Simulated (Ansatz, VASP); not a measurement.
CdS in VASP and in Ansatz

The input POSCAR:

```
CdS
1.0
    0.0000000000      2.7724455593      2.7724455593
    2.7724455593      0.0000000000      2.7724455593
    2.7724455593      2.7724455593      0.0000000000
Cd S
1 1
Direct
   -0.0063692780      0.0063692780      0.0063692780
    0.5223330012      0.4776669988      0.4776669988
```

File INCAR.step1:

```
  ALGO = Normal
  EDIFF = 1E-4
  ENCUT = 520
  GGA = PE
  ISMEAR = 0
  LASPH = T
  LCHARG = F
  LREAL = F
  LWAVE = T
  NBANDS = 16
  NELM = 80
  PREC = Accurate
  SIGMA = 0.05
```

The input INCAR.step2:

```
  ALGO = Normal
  EDIFF = 1E-6
  ENCUT = 520
  ISIF = 2
  ISMEAR = 0
  ISTART = 1
  LASPH = T
  LCHARG = F
  LMIXTAU = T
  LREAL = F
  LWAVE = F
  METAGGA = R2SCAN
  NBANDS = 16
  NELM = 80
  PREC = Accurate
  SIGMA = 0.05
```

Contents of KPOINTS:

```
k-points
0
Gamma
  8 8 8
```

Input for Ansatz:

```yaml
crystal:
  lattice:
    - [0.0, 2.7724455593, 2.7724455593]
    - [2.7724455593, 0.0, 2.7724455593]
    - [2.7724455593, 2.7724455593, 0.0]
  atoms:
    - { symbol: Cd, position: [-0.006369278, 0.006369278, 0.006369278] }
    - { symbol: S, position: [0.5223330012, 0.4776669988, 0.4776669988] }
basis:
  ecutwfc: 500
kpoints:
  mp_grid: { grid: [8, 8, 8] }
hamiltonian:
  xc: r2scan
scf:
  occupations: { method: gaussian, width: 0.05 }
output:
  forces: true
  stress: true
  eigenvalues: true
```

Change from the starting cell: mode 4 frozen in at -0.122 Å, equal normal strain along x, y and z +0.0167.

Alike in both runs: task single point; functional r2SCAN; k mesh 8 × 8 × 8; occupations gaussian, width 0.05 eV; no spin polarisation.

|  | VASP | Ansatz |
| --- | --- | --- |
| version | VASP 6.6.1 | Ansatz 0.2.0 |
| potentials or method | VASP PAW PBE potentials, release 64 (Cd, S), cutoff 520 eV | scalar-relativistic, plane waves, PAW |
| valence electrons in the cell | 18 | 26 |

Ansatz gave:

- gap on the k mesh at the Fermi level (eV): 0.80
- least direct gap on the mesh (eV): 2.02
- pressure (GPa): -3.0
- traceless stress, the component that is largest in VASP (GPa): 1.43
- rms of the force components (eV/Å): 0.127

Which values does VASP return?

gap on the k mesh at the Fermi level (eV): 0.78; least direct gap on the mesh (eV): 1.98; pressure (GPa): -2.6; traceless stress, the component that is largest in VASP (GPa): 1.47; rms of the force components (eV/Å): 0.135.

VASP's potentials were made for PBE, not for r2SCAN. Atom by atom the forces differ by 0.007 eV/Å (rms over components). VASP's potentials hold 18 valence electrons a cell and Ansatz's 26, so a difference there can come from the potentials and not from the codes.
